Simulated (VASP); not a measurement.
# Zn15S16 (a cell with a defect) in VASP: single point with LDA

Aim: the single point of Zn15S16 (a cell with a defect) with LDA.

Program: VASP 6.6.1. These are calculated values, not measurements. Logs are shortened: lines on timing, memory, paths and dates and some standing lists are left out, and cuts for length are marked.

## Step 1: The cell of the first run

The cell holds a defect, 31 atoms: a = 9.174 Å, b = 9.174 Å, c = 9.174 Å, α = 109.47°, β = 109.47°, γ = 109.47°.

## Step 2: Single point, LDA

Contents of INCAR:

```
PREC = Accurate
ENCUT = 520
EDIFF = 1E-6
ISMEAR = 0
SIGMA = 0.02
LREAL = Auto
LASPH = T
NELM = 60
ALGO = Normal
ISIF = 2
LWAVE = F
LCHARG = F
NBANDS = 159
NELECT = 278.0
```

Contents of KPOINTS:

```
Automatic mesh
0
Gamma
  2 2 2
  0.5 0.5 0.5
```

Contents of POSCAR:

```
Zn15S16
1.0
   -5.2968478570      5.2968478570      5.2968478570
    5.2968478570     -5.2968478570      5.2968478570
    5.2968478570      5.2968478570     -5.2968478570
Zn S
15 16
Direct
    0.4999998247      0.1258726922      0.2888394270
    0.5000000135      0.5001127220      0.0112380045
    0.7376300218      0.7518667909      0.4879205652
    0.5000000135      0.7608680877      0.7494122178
    0.7588411275     -0.0067649668      0.2504506521
    0.7360475712      0.2399994363     -0.0063136607
   -0.0091444008      0.4993073374      0.4942442318
    0.7519314520      0.5107510302      0.7581339144
    0.0154518314      0.7526837862      0.2565271906
    0.0091444008      0.0084517247      0.0033886191
    0.2480685750      0.2588195918      0.5062024760
   -0.0154518314      0.2372319413      0.7410753727
    0.2623700052      0.5142367826      0.2502905569
    0.2411588995      0.7343938518     -0.0083905563
    0.2639524558      0.0039517843      0.7576387143
    0.7356203359      1.0000155079      0.4905474105
    0.7426519708      0.2398890877      0.2505277735
    0.7543713937      0.5050260216      1.0098491866
    1.0003811027      0.7561672731      0.5050733138
    0.7548849066      0.7603955425      0.7526931314
    1.0085757878      1.0015109256      0.2512897361
    0.9996188569      0.2557861839      1.0046921572
    0.2451151204      0.5055107438      0.4978083327
   -0.0085757608      0.4929351513      0.7427139888
    0.2643796911      0.7643951855      0.2549270880
    0.2573480562      0.9972370630      1.0078757488
    0.5000000135      0.2594895185      0.5330059643
    0.2456286333      0.2506546414      0.7554778064
    0.5000000135      0.4881307845      0.2528776616
    0.5000000135      0.7462590217      0.9957634507
    0.5000000135      0.0014815415      0.7375529004
```

Potentials or basis: VASP PAW LDA potentials, release 64 (Zn, S).

Run with:

```
$ cat potpaw_LDA.64/Zn/POTCAR potpaw_LDA.64/S/POTCAR > POTCAR
$ mpirun -np 1 vasp_std > vasp.out
```

OUTCAR:

```text
PREC = Accurate
   ENCUT = 520
   EDIFF = 1E-6
   ISMEAR = 0
   LREAL = Auto
   LASPH = T
   NELM = 60
   ISIF = 2
   NELECT = 278.0

 ion  position               nearest neighbor table
   1  0.500  0.126  0.289-  27 2.17  26 2.32  17 2.32
   2  0.500  0.500  0.011-  29 2.26  30 2.31  18 2.32  28 2.32
   3  0.738  0.752  0.488-  29 2.26  16 2.27  19 2.35  20 2.35
   4  0.500  0.761  0.749-  31 2.25  30 2.31  23 2.33  20 2.33
   5  0.759  0.993  0.250-  21 2.26  16 2.27  17 2.32  30 2.33
   6  0.736  0.240  0.994-  31 2.24  18 2.33  17 2.34  22 2.34
   7  0.991  0.499  0.494-  19 2.30  24 2.30  17 2.30  23 2.30
   8  0.752  0.511  0.758-  27 2.24  20 2.30  24 2.30  18 2.32
   9  0.015  0.753  0.257-  25 2.26  18 2.31  19 2.32  21 2.32
  10  0.009  0.008  0.003-  22 2.30  21 2.30  26 2.30  20 2.30
  11  0.248  0.259  0.506-  27 2.24  23 2.30  21 2.30  28 2.32
  12  0.985  0.237  0.741-  16 2.26  28 2.31  22 2.32  24 2.32
  13  0.262  0.514  0.250-  29 2.26  25 2.27  22 2.35  23 2.35
  14  0.241  0.734  0.992-  24 2.26  25 2.27  26 2.32  30 2.33
  15  0.264  0.004  0.758-  31 2.24  28 2.33  26 2.34  19 2.34
  16  0.736  0.000  0.491-  12 2.26   5 2.27   3 2.27
  17  0.743  0.240  0.251-   7 2.30   5 2.32   1 2.32   6 2.34
  18  0.754  0.505  0.010-   9 2.31   8 2.32   2 2.32   6 2.33
  19  0.000  0.756  0.505-   7 2.30   9 2.32  15 2.34   3 2.35
  20  0.755  0.760  0.753-   8 2.30  10 2.30   4 2.33   3 2.35
  21  0.009  0.002  0.251-   5 2.26  10 2.30  11 2.30   9 2.32
  22  1.000  0.256  0.005-  10 2.30  12 2.32   6 2.34  13 2.35
  23  0.245  0.506  0.498-  11 2.30   7 2.30   4 2.33  13 2.35
  24  0.991  0.493  0.743-  14 2.26   7 2.30   8 2.30  12 2.32
  25  0.264  0.764  0.255-   9 2.26  14 2.27  13 2.27
  26  0.257  0.997  0.008-  10 2.30  14 2.32   1 2.32  15 2.34
  27  0.500  0.259  0.533-   1 2.17   8 2.24  11 2.24
  28  0.246  0.251  0.755-  12 2.31  11 2.32   2 2.32  15 2.33
  29  0.500  0.488  0.253-   2 2.26  13 2.26   3 2.26
  30  0.500  0.746  0.996-   4 2.31   2 2.31  14 2.33   5 2.33
  31  0.500  0.001  0.738-  15 2.24   6 2.24   4 2.25

  LATTYP: Found a body centered cubic cell.
 ALAT       =    10.5936957140

  Lattice vectors:

 A1 = (  -5.2968478570,   5.2968478570,   5.2968478570)
 A2 = (   5.2968478570,  -5.2968478570,   5.2968478570)
 A3 = (   5.2968478570,   5.2968478570,  -5.2968478570)

Analysis of symmetry for initial positions (statically):
=====================================================================
 Subroutine PRICEL returns:
 Original cell was already a primitive cell.

 Routine SETGRP: Setting up the symmetry group for a
 body centered cubic supercell.

 Subroutine GETGRP returns: Found  2 space group operations
 (whereof  1 operations were pure point group operations)
[... 163 lines left out ...]
   TEBEG  =    0.0;   TEEND  =   0.0 temperature during run
   PSTRESS=    0.0 pullay stress
   NELECT =     278.0000    total number of electrons
   NUPDOWN=      -1.0000    fix difference up-down
   EMIN   =  10.00;   EMAX   =-10.00  energy-range for DOS
   EFERMI =   0.00;   METHOD = LEGACY
   ISMEAR =     0;   SIGMA  =   0.02  broadening in eV -4-tet -1-fermi 0-gaus
   EFERMI_NEDOS =   21; number of points for ismear=-14 and -15
   IALGO  =     38    algorithm
   IMIX   =      4    mixing-type and parameters
     AMIX     =   0.40;   BMIX     =  1.00
     AMIX_MAG =   1.60;   BMIX_MAG =  1.00
  volume/ion in A,a.u.               =      19.18       129.40
  Fermi-wavevector in a.u.,A,eV,Ry     =   1.270727  2.401326 21.969969  1.614747
  Thomas-Fermi vector in A             =   2.403699
   LORBIT       =      0    0 simple, 1 ext, 2 COOP (PROOUT), +10 PAW based schemes
   GGA     = CA    functional components
   LHFCALC =     F    Hartree Fock is set to
   AEXX    =    0.0000 exact exchange contribution
   IVDW    =     0    specifies the selected vdW correction
   LEPSILON=     F    determine dielectric tensor
   LRPA    =     F    only Hartree local field effects (RPA)
 non-spin polarized calculation
 Gauss-broadening in eV      SIGMA  =   0.02
  energy-cutoff  :      520.00
  volume of cell :      594.45
 maximum number of plane-waves:     16052
 NGX is ok and might be reduce to    70
   NGX = 35   NGY = 35   NGZ = 35

 number of electron     277.9999965 magnetization

 Free energy of the ion-electron system (eV)
  ---------------------------------------------------
  ext. energy  EPLUGINS =         0.00000000
  ---------------------------------------------------
  free energy    TOTEN  =      -119.83533880 eV

  energy without entropy =     -119.83533880  energy(sigma->0) =     -119.83533880

 E-fermi :   2.4929     XC(G=0): -10.2279

 val. band max:        2.3686734932   @ k =   0.2500   0.2500   0.2500
 cond. band min:       5.0643472215   @ k =   0.2500   0.2500   0.2500
 fundamental gap:      2.6956737283
 Fermi energy:         2.4929061309

 k-point     1 :       0.2500    0.2500    0.2500
  band No.  band energies     occupation
      1     -10.8085      2.00000
      2     -10.7849      2.00000
      3     -10.6477      2.00000
      4     -10.5112      2.00000
      5     -10.1344      2.00000
      6     -10.1219      2.00000
[... 451 lines left out ...]
    150       6.9279      0.00000
    151       7.0069      0.00000
 [bands above 151 left out]

------------------------ aborting loop because EDIFF is reached ----------------------------------------

  FORCE on cell =-STRESS in cart. coord.  units (eV):
  Direction    XX          YY          ZZ          XY          YZ          ZX
  --------------------------------------------------------------------------------------
  -------------------------------------------------------------------------------------
  Total       16.2943923     12.8371632     12.8371632     -0.2970204      0.7841946      0.2970203
  in kB       43.9173639     34.5992878     34.5992878     -0.8005424      2.1135959      0.8005422
  external PRESSURE =      37.7053131 kB  Pullay stress =       0.0000000 kB

 VOLUME and BASIS-vectors are now :
 -----------------------------------------------------------------------------
  energy-cutoff  :      520.00
  volume of cell :      594.45
      direct lattice vectors                 reciprocal lattice vectors
    -5.296847857  5.296847857  5.296847857     0.000000000  0.094395764  0.094395764
     5.296847857 -5.296847857  5.296847857     0.094395764  0.000000000  0.094395764
     5.296847857  5.296847857 -5.296847857     0.094395764  0.094395764  0.000000000

 POSITION                                       TOTAL-FORCE (eV/Angst)
 -----------------------------------------------------------------------------------
     -0.45176      3.51163      1.78521         0.165609     -0.484015      0.484015
      0.06012      0.05893      5.23792         0.000124      0.018047     -0.018047
      2.65985      2.50903      5.30520         0.009223      0.017852      0.011327
      5.35130      2.58774      2.70910        -0.008594      0.014697     -0.014697
      2.56815      0.08505      7.95388         0.031578      0.052714     -0.068241
      2.63591      7.89090     -0.09343        -0.003257     -0.010505      0.020817
[... 23 lines left out ...]
      6.57880      3.97001      1.32684         0.013551      0.010066     -0.010066
      1.26613      6.54728     -1.25043        -0.035111      0.003171     -0.003171
 -----------------------------------------------------------------------------------
    total drift:                                0.002733     -0.000108      0.000226

  FREE ENERGIE OF THE ION-ELECTRON SYSTEM (eV)
  ---------------------------------------------------
  free  energy   TOTEN  =      -119.8353387992 eV

  energy  without entropy=     -119.8353387992  energy(sigma->0) =     -119.83533880
```

stdout:

```text
POSCAR found type information on POSCAR ZnS
 POSCAR found :  2 types and      31 ions
 scaLAPACK will be used
 LDA part: xc-table for (Slater(with rela. corr.)+CA(PZ))
 , standard interpolation
 POSCAR, INCAR and KPOINTS ok, starting setup
 FFT: planning ... GRIDC
 FFT: planning ... GRID_SOFT
 FFT: planning ... GRID
 WAVECAR not read
 entering main loop
 the old and the new charge density differ
 old charge density:   276.00000 new  278.00000
    0.308E+01
```

Run time: 19 min. Hardware: 1 thread of Oxide Virtual Turin-like, shared host; peak memory 0.59 GiB.

What came out:

* Free energy: -119.8353 eV
* Largest force: 0.704 eV/Å

Forces on the atoms (eV/Å):
```
Zn   0.166 -0.484  0.484
Zn   0.000  0.018 -0.018
Zn   0.009  0.018  0.011
Zn  -0.009  0.015 -0.015
Zn   0.032  0.053 -0.068
Zn  -0.003 -0.011  0.021
Zn   0.020  0.046  0.013
Zn  -0.015 -0.024 -0.013
Zn  -0.026  0.011 -0.015
Zn   0.020 -0.013 -0.046
Zn  -0.015  0.013  0.024
Zn  -0.026  0.015 -0.011
Zn   0.009 -0.011 -0.018
Zn   0.032  0.068 -0.053
Zn  -0.003 -0.021  0.011
S    0.019  0.022 -0.046
S   -0.044  0.032  0.070
S    0.003 -0.003 -0.015
S   -0.003  0.006 -0.002
S   -0.016 -0.006 -0.015
S   -0.010  0.005 -0.023
S   -0.003  0.002 -0.006
S   -0.016  0.015  0.006
S   -0.010  0.023 -0.005
S    0.019  0.046 -0.022
S   -0.044 -0.070 -0.032
S   -0.046  0.170 -0.170
S    0.003  0.015  0.003
S   -0.021  0.040 -0.040
S    0.014  0.010 -0.010
S   -0.035  0.003 -0.003
```

Caveat: the cell carries a net charge on a neutralising background, which shifts energy and pressure; the cell is charged against a uniform background, so pressure and absolute levels hang on convention.
